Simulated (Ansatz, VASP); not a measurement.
Two plane-wave programs on Ir

```xyz
1
Lattice="0.0000 1.9075 1.9075 1.9075 0.0000 1.9075 1.9075 1.9075 0.0000" Properties=species:S:1:pos:R:3 pbc="T T T"
Ir    0.0000    0.0000    0.0000
```

Change from the starting cell: volume scaled by 0.97, PAW files.

Alike in both runs: task electric field gradients; functional PBE; k mesh 18 × 18 × 18; occupations fermi-dirac, width 0.03 eV; no spin polarisation.

```csv
,VASP,Ansatz
version,VASP 6.6.1,Ansatz 0.2.0
potentials or method,"VASP PAW PBE potentials, release 64 (Ir)","PAW with Ansatz's default frozen-core files, scalar-relativistic"
plane-wave cutoff (eV),520,420
valence electrons in the cell,9,17
```

Ansatz gave:

| Item | Value |
| --- | --- |
| pressure (GPa) | 16.8 |

Question: Estimate VASP's values.

Answer: Pressure (GPa): 17.6.

VASP's potentials hold 9 valence electrons a cell and Ansatz's 17, so a difference there can come from the potentials and not from the codes.

Spin-orbit coupling is off throughout.
